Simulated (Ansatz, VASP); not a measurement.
**Two plane-wave programs on NbAu**

```
Nb Au
1.0
     5.58289    0.00000    0.00000
    -2.79145    4.83493    0.00000
     0.00000    0.00000    4.80136
Nb Au
3 3
Direct
  0.50000 0.00000 0.00000
  0.50000 0.50000 0.00000
  0.00000 0.50000 0.00000
  0.00000 0.00000 0.00000
  0.33333 0.66667 0.50000
  0.66667 0.33333 0.50000
```

Alike in both runs: functional PBE; k mesh 12 × 12 × 8; occupations gaussian, width 0.1 eV; no spin polarisation.

Ansatz relaxed the structure, and its values are those at the end. VASP's run is a single point on that final structure, the one shown.

|  | VASP | Ansatz |
| --- | --- | --- |
| version | VASP 6.6.1 | Ansatz 0.2.0 |
| potentials or method | VASP PAW PBE potentials, release 64 (Nb_sv, Au), cutoff 520 eV | scalar-relativistic, plane waves, PAW |
| valence electrons in the cell | 72 | 96 |

```tsv
	VASP	Ansatz	Ansatz less VASP
gap on the k mesh at the Fermi level (eV)	none	none	-
pressure (GPa)	-0.3	0.0	+0.27
```

A gap of «none» marks a metal or a gap that the smearing closes. VASP's potentials hold 72 valence electrons a cell and Ansatz's 96, so a difference there can come from the potentials and not from the codes.

Neither program's run includes spin-orbit coupling.
